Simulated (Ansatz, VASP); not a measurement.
**AlO2: VASP beside Ansatz**

```
Al O
1.0
     9.44000    0.00000    0.00000
     0.00000    2.84000    0.00000
     0.00000    0.00000    4.42000
Al O
4 8
Direct
  0.14600 0.25000 0.95200
  0.85400 0.75000 0.04800
  0.35400 0.75000 0.45200
  0.64600 0.25000 0.54800
  0.80100 0.25000 0.28700
  0.19900 0.75000 0.71300
  0.69900 0.75000 0.78700
  0.30100 0.25000 0.21300
  0.94400 0.25000 0.80200
  0.05600 0.75000 0.19800
  0.55600 0.75000 0.30200
  0.44400 0.25000 0.69800
```

Alike in both runs: task single point; functional PBE; k mesh 2 × 6 × 4; occupations gaussian, width 0.1 eV; no spin polarisation.

```csv
,VASP,Ansatz
version,VASP 6.6.1,Ansatz 0.2.0
potentials or method,"VASP PAW PBE potentials, release 64 (Al, O), cutoff 520 eV","scalar-relativistic, plane waves, PAW"
valence electrons in the cell,60,60
```

```tsv
	VASP	Ansatz	Ansatz less VASP
gap on the k mesh at the Fermi level (eV)	none	none	-
pressure (GPa)	-1.7	-1.6	+0.12
traceless stress, the component that is largest in VASP (GPa)	-5.84	-5.76	+0.078
rms of the force components (eV/Å)	0.535	0.535	+0.0001
```

Atom by atom the forces differ by 0.004 eV/Å (rms over components). A gap of «none» marks a metal or a gap that the smearing closes.

The k mesh is coarse, so the values compare programs but aren't converged.
